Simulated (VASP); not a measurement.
# Al in VASP: single point with PBE

Aim: the single point of Al with PBE.

Program: VASP 6.6.1. These are calculated values, not measurements. Logs are shortened: lines on timing, memory, paths and dates and some standing lists are left out, and cuts for length are marked.

### Step 1. The cell of the first run

The cell holds a slab with vacuum, 3 atoms: a = 3.003 Å, b = 3.003 Å, c = 28.494 Å, α = 90.00°, β = 90.00°, γ = 120.00°.

### Step 2. Single point, PBE

Contents of INCAR:

```
SYSTEM = Al
  ALGO = Normal
  DIPOL = 0.5 0.5 0.642
  EDIFF = 1E-6
  ENCUT = 520
  GGA = PE
  IDIPOL = 3
  ISIF = 2
  ISMEAR = 0
  LASPH = .TRUE.
  LCHARG = .TRUE.
  LDIPOL = .TRUE.
  LELF = .TRUE.
  LREAL = .FALSE.
  LVACPOTAV = .TRUE.
  LVHAR = .TRUE.
  LWAVE = .FALSE.
  NBANDS = 12
  NELM = 60
  PREC = Accurate
  SIGMA = 0.1
```

Contents of KPOINTS:

```
k-points
0
G
  12 12 1
  0 0 0
```

Contents of POSCAR:

```
Al
1.0
    3.0029763831      0.0000000000      0.0000000000
   -1.5014881916      2.6006538347      0.0000000000
    0.0000000000      0.0000000000     28.4938203886
Al
3
Direct
   -0.2240272377      0.2240272377      0.5636639291
    0.4423485111      0.5576514889      0.6422738998
    0.1088685578      0.8911314422      0.7213896171
```

Potentials or basis: VASP PAW PBE potentials, release 64 (Al).

On the command line:

```
$ cat potpaw_PBE.64/Al/POTCAR > POTCAR
$ mpirun -np 1 vasp_std > vasp.out
```

OUTCAR:

```text
SYSTEM = Al
   EDIFF = 1E-6
   ENCUT = 520
   GGA = PE
   ISIF = 2
   ISMEAR = 0
   LASPH = .TRUE.
   LREAL = .FALSE.
   NELM = 60
   PREC = Accurate

 ion  position               nearest neighbor table
   1  0.776  0.224  0.564-   2 2.83   2 2.83   2 2.83
   2  0.442  0.558  0.642-   1 2.83   1 2.83   1 2.83   3 2.84   3 2.84   3 2.84
   3  0.109  0.891  0.721-   2 2.84   2 2.84   2 2.84

  LATTYP: Found a hexagonal cell.
 ALAT       =     3.0029763831
 C/A-ratio  =     9.4885262998

  Lattice vectors:

 A1 = (   3.0029763831,   0.0000000000,   0.0000000000)
 A2 = (  -1.5014881916,   2.6006538347,   0.0000000000)
 A3 = (   0.0000000000,   0.0000000000,  28.4938203886)

Analysis of symmetry for initial positions (statically):
=====================================================================
 Subroutine PRICEL returns:
 Original cell was already a primitive cell.

 Routine SETGRP: Setting up the symmetry group for a
 hexagonal supercell.

 Subroutine GETGRP returns: Found  2 space group operations
 (whereof  2 operations were pure point group operations)
 out of a pool of 24 trial point group operations.

The static configuration has the point symmetry C_1h.

Analysis of symmetry for dynamics (positions and initial velocities):
=====================================================================
 Subroutine PRICEL returns:
 Original cell was already a primitive cell.

 Routine SETGRP: Setting up the symmetry group for a
 hexagonal supercell.

 Subroutine GETGRP returns: Found  2 space group operations
 (whereof  2 operations were pure point group operations)
 out of a pool of 24 trial point group operations.

The dynamic configuration has the point symmetry C_1h.

 Subroutine INISYM returns: Found  2 space group operations
 (whereof  2 operations are pure point group operations),
 and found     1 'primitive' translations

----------------------------------------------------------------------------------------

                                     Primitive cell

  volume of cell :     222.5282

  direct lattice vectors                    reciprocal lattice vectors
     3.002976383  0.000000000  0.000000000     0.333002952  0.192259344  0.000000000
    -1.501488192  2.600653835  0.000000000     0.000000000  0.384518688  0.000000000
     0.000000000  0.000000000 28.493820389     0.000000000  0.000000000  0.035095329

  length of vectors
     3.002976383  3.002976383 28.493820389     0.384518688  0.384518688  0.035095329

  position of ions in fractional coordinates (direct lattice)
     0.775972762  0.224027238  0.563663929
     0.442348511  0.557651489  0.642273900
     0.108868558  0.891131442  0.721389617

  ion indices of the primitive-cell ions
   primitive index   ion index
                 1           1
                 2           2
                 3           3

----------------------------------------------------------------------------------------

 KPOINTS: k-points

Automatic generation of k-mesh.
 Grid dimensions read from file:
 generate k-points for:   12   12    1

 Generating k-lattice:

  Cartesian coordinates                     Fractional coordinates (reciprocal lattice)
     0.027750246  0.016021612  0.000000000     0.083333333 -0.000000000  0.000000000
     0.000000000  0.032043224  0.000000000     0.000000000  0.083333333  0.000000000
     0.000000000  0.000000000  0.035095329     0.000000000  0.000000000  1.000000000

  Length of vectors
     0.032043224  0.032043224  0.035095329

  Shift w.r.t. Gamma in fractional coordinates (k-lattice)
     0.000000000  0.000000000  0.000000000

 Subroutine IBZKPT returns following result:
 ===========================================

 Found     43 irreducible k-points:

 Following reciprocal coordinates:
            Coordinates               Weight
  0.000000  0.000000  0.000000      1.000000
  0.083333  0.000000  0.000000      4.000000
 -0.083333  0.083333  0.000000      2.000000
  0.166667 -0.000000  0.000000      4.000000
 -0.166667  0.166667  0.000000      2.000000
  0.250000 -0.000000  0.000000      4.000000
[... 16 lines left out ...]
 -0.083333  0.416667  0.000000      4.000000
 -0.416667  0.333333  0.000000      4.000000
 [... further k-points ...]
   k-points           NKPTS =     43   k-points in BZ     NKDIM =     43   number of bands    NBANDS=     12
   number of dos      NEDOS =    301   number of ions     NIONS =      3
   total plane-waves  NPLWV = 124416
   dimension x,y,z NGX =    24 NGY =   24 NGZ =  216
   dimension x,y,z NGXF=    48 NGYF=   48 NGZF=  432
   ions per type =               3
   NGX,Y,Z   is equivalent  to a cutoff of  13.29, 13.29, 12.60 a.u.
   NGXF,Y,Z  is equivalent  to a cutoff of  26.57, 26.57, 25.20 a.u.
 SYSTEM =  Al
   PREC   = accura    normal or accurate (medium, high low for compatibility)
   ISTART =      0    job   : 0-new  1-cont  2-samecut
   ICHARG =      2    charge: 1-file 2-atom 10-const
   ISPIN  =      1    spin polarized calculation?
   LNONCOLLINEAR =      F non collinear calculations
   LSORBIT =      F    spin-orbit coupling
   LASPH  =      T    aspherical Exc in radial PAW
   ENCUT  =  520.0 eV  38.22 Ry    6.18 a.u.   5.58  5.58 52.98*2*pi/ulx,y,z
   NELM   =     60;   NELMIN=  2; NELMDL= -5     # of ELM steps
   EDIFF  = 0.1E-05   stopping-criterion for ELM
   LREAL  =      F    real-space projection
   EDIFFG = 0.1E-04   stopping-criterion for IOM
   NSW    =      0    number of steps for IOM
   IBRION =     -1    ionic relax: 0-MD 1-quasi-New 2-CG
   NFREE  =      0    steps in history (QN), initial steepest desc. (CG)
   ISIF   =      2    stress and relaxation
   ISYM   =      2    0-nonsym 1-usesym 2-fastsym
   POTIM  = 0.5000    time-step for ionic-motion
   TEBEG  =    0.0;   TEEND  =   0.0 temperature during run
   PSTRESS=    0.0 pullay stress
   NELECT =       9.0000    total number of electrons
   NUPDOWN=      -1.0000    fix difference up-down
   EMIN   =  10.00;   EMAX   =-10.00  energy-range for DOS
   EFERMI =   0.00;   METHOD = LEGACY
   ISMEAR =     0;   SIGMA  =   0.10  broadening in eV -4-tet -1-fermi 0-gaus
   EFERMI_NEDOS =   21; number of points for ismear=-14 and -15
   IALGO  =     38    algorithm
   IMIX   =      4    mixing-type and parameters
     AMIX     =   0.40;   BMIX     =  1.00
     AMIX_MAG =   1.60;   BMIX_MAG =  1.00
  volume/ion in A,a.u.               =      74.18       500.56
  Fermi-wavevector in a.u.,A,eV,Ry     =   0.561945  1.061922  4.296480  0.315782
  Thomas-Fermi vector in A             =   1.598457
   LORBIT       =      0    0 simple, 1 ext, 2 COOP (PROOUT), +10 PAW based schemes
   GGA     = PE    functional components
   LHFCALC =     F    Hartree Fock is set to
   AEXX    =    0.0000 exact exchange contribution
   IVDW    =     0    specifies the selected vdW correction
   LEPSILON=     F    determine dielectric tensor
   LRPA    =     F    only Hartree local field effects (RPA)
 non-spin polarized calculation
 Gauss-broadening in eV      SIGMA  =   0.10
  energy-cutoff  :      520.00
  volume of cell :      222.53
 maximum number of plane-waves:      6059
   NGX = 11   NGY = 11   NGZ =105

 dipolmoment           0.000000      0.000000      0.000042 electrons x Angstroem

 number of electron       9.0000000 magnetization

 dipolmoment           0.000000      0.000000     -0.000185 electrons x Angstroem

 Free energy of the ion-electron system (eV)
  ---------------------------------------------------
  ext. energy  EPLUGINS =         0.00000000
  ---------------------------------------------------
  free energy    TOTEN  =       -10.33572358 eV

  energy without entropy =      -10.32498641  energy(sigma->0) =      -10.33035500

 E-fermi :  -1.3680     XC(G=0):  -3.0236

 val. band max:       -1.3692113911   @ k =   0.3333   0.2500   0.0000
 cond. band min:      -1.3260472700   @ k =  -0.4167   0.3333   0.0000
 fundamental gap:      0.0431641211
 Fermi energy:        -1.3679967632

 k-point     1 :       0.0000    0.0000    0.0000
  band No.  band energies     occupation
      1     -11.4227      2.00000
      2      -9.6445      2.00000
      3      -6.8142      2.00000
      4      -3.8218      2.00000
      5      -0.2225      0.00000
      6       1.9655      0.00000
      7       2.6480      0.00000
      8       3.0725      0.00000
      9       3.1970      0.00000
     10       4.2983      0.00000
     11       4.3167      0.00000
     12       5.9424      0.00000

 k-point     2 :       0.0833    0.0000    0.0000
  band No.  band energies     occupation
      1     -11.2713      2.00000
      2      -9.4943      2.00000
      3      -6.6642      2.00000
      4      -3.6797      2.00000
      5      -0.0807      0.00000
      6       2.1126      0.00000
      7       2.8003      0.00000
      8       3.2238      0.00000
      9       3.3475      0.00000
     10       4.4360      0.00000
     11       4.4657      0.00000
     12       5.8333      0.00000

 k-point     3 :      -0.0833    0.0833    0.0000
  band No.  band energies     occupation
      1     -11.2714      2.00000
      2      -9.4943      2.00000
      3      -6.6642      2.00000
      4      -3.6797      2.00000
      5      -0.0807      0.00000
      6       2.1126      0.00000
      7       2.8003      0.00000
      8       3.2238      0.00000
      9       3.3474      0.00000
     10       4.4359      0.00000
     11       4.4656      0.00000
     12       5.8330      0.00000

 k-point     4 :       0.1667   -0.0000    0.0000
  band No.  band energies     occupation
      1     -10.8182      2.00000
      2      -9.0447      2.00000
      3      -6.2157      2.00000
      4      -3.2542      2.00000
      5       0.3314      0.00000
      6       2.4996      0.00000
      7       3.1047      0.00000
      8       3.3005      0.00000
      9       3.6953      0.00000
     10       3.8319      0.00000
     11       4.7073      0.00000
     12       4.9061      0.00000

 k-point     5 :      -0.1667    0.1667    0.0000
  band No.  band energies     occupation
      1     -10.8182      2.00000
      2      -9.0447      2.00000
      3      -6.2157      2.00000
      4      -3.2542      2.00000
      5       0.3315      0.00000
      6       2.4993      0.00000
      7       3.1047      0.00000
      8       3.3005      0.00000
      9       3.6954      0.00000
     10       3.8321      0.00000
     11       4.7080      0.00000
     12       4.9058      0.00000
[... 228 lines left out ...]
      1      -9.4669      2.00000
      2      -7.7049      2.00000
      3      -4.8835      2.00000
      4      -2.0081      2.00000
      5      -0.7135      0.00000
      6       0.9238      0.00000
      7       1.7314      0.00000
      8       2.6746      0.00000
      9       3.6355      0.00000
     10       4.0529      0.00000
     11       4.3797      0.00000
     12       4.6432      0.00000

 k-point    22 :       0.3333    0.0833    0.0000
  band No.  band energies     occupation
      1      -8.2761      2.00000
      2      -6.5270      2.00000
      3      -3.7477      2.00000
      4      -2.9831      2.00000
      5      -1.3258      0.55113
      6      -0.7842      0.00000
      7       1.4845      0.00000
      8       2.0427      0.00000
      9       2.8145      0.00000
     10       3.8433      0.00000
     11       4.4471      0.00000
     12       5.1997      0.00000

 k-point    23 :      -0.0833    0.4167    0.0000
  band No.  band energies     occupation
      1      -8.2761      2.00000
      2      -6.5270      2.00000
      3      -3.7477      2.00000
      4      -2.9831      2.00000
      5      -1.3258      0.55109
      6      -0.7842      0.00000
      7       1.4842      0.00000
      8       2.0430      0.00000
      9       2.8145      0.00000
     10       3.8436      0.00000
     11       4.4468      0.00000
     12       5.1997      0.00000

 k-point    24 :      -0.4167    0.3333    0.0000
  band No.  band energies     occupation
      1      -8.2762      2.00000
      2      -6.5270      2.00000
      3      -3.7474      2.00000
      4      -2.9835      2.00000
      5      -1.3260      0.55301
      6      -0.7837      0.00000
      7       1.4845      0.00000
      8       2.0427      0.00000
      9       2.8144      0.00000
     10       3.8431      0.00000
     11       4.4478      0.00000
     12       5.1998      0.00000

 [... further k-points ...]

------------------------ aborting loop because EDIFF is reached ----------------------------------------

  FORCE on cell =-STRESS in cart. coord.  units (eV):
  Direction    XX          YY          ZZ          XY          YZ          ZX
  --------------------------------------------------------------------------------------
  -------------------------------------------------------------------------------------
  Total       -3.0025437     -3.0019071      0.1122092      0.0005513     -0.0016709      0.0028942
  in kB      -21.6179634    -21.6133799      0.8078931      0.0039694     -0.0120306      0.0208376
  external PRESSURE =     -14.1411501 kB  Pullay stress =       0.0000000 kB

 VOLUME and BASIS-vectors are now :
 -----------------------------------------------------------------------------
  energy-cutoff  :      520.00
  volume of cell :      222.53
      direct lattice vectors                 reciprocal lattice vectors
     3.002976383  0.000000000  0.000000000     0.333002952  0.192259344  0.000000000
    -1.501488192  2.600653835  0.000000000     0.000000000  0.384518688  0.000000000
     0.000000000  0.000000000 28.493820389     0.000000000  0.000000000  0.035095329

 POSITION                                       TOTAL-FORCE (eV/Angst)
 -----------------------------------------------------------------------------------
      1.99385      0.58262     16.06094        -0.000839      0.000485     -0.045035
      0.49106      1.45026     18.30084         0.000389     -0.000224      0.039063
     -1.01109      2.31752     20.55515         0.000451     -0.000260      0.005972
 -----------------------------------------------------------------------------------
    total drift:                                0.000008     -0.000004      0.000003

  FREE ENERGIE OF THE ION-ELECTRON SYSTEM (eV)
  ---------------------------------------------------
  free  energy   TOTEN  =       -10.3357235811 eV

  energy  without entropy=      -10.3249864146  energy(sigma->0) =      -10.33035500

 vacuum level on the upper side and lower side of the slab         2.761         2.766
```

Wall time 2.7 min (1 thread of Intel Xeon Platinum 8375C at 2.90GHz (Ice Lake), shared host); peak memory 0.36 GiB.

Results:

```yaml
Free_energy: -10.3357 eV
Largest_force: 0.045 eV/Å
Band_gap_on_the_k_mesh: zero (an odd number of electrons rules out a gap without spin polarisation)
```

Forces on the atoms (eV/Å):
```
Al  -0.001  0.000 -0.045
Al   0.000  0.000  0.039
Al   0.000  0.000  0.006
```

Levels at points of the mesh, in eV from the Fermi level:
```csv
k point,band 1,band 2,band 3,band 4,band 5,band 6,band 7,band 8,band 9
"(0.00, 0.00, 0.00)",-10.05,-8.28,-5.45,-2.45,1.15,3.33,4.02,4.44,4.56
"(0.50, 0.00, 0.00)",-4.76,-4.66,-3.16,-2.74,-0.28,-0.01,2.64,2.76,4.93
"(0.50, 0.50, 0.00)",-4.76,-4.66,-3.16,-2.74,-0.28,-0.01,2.64,2.75,4.93
```
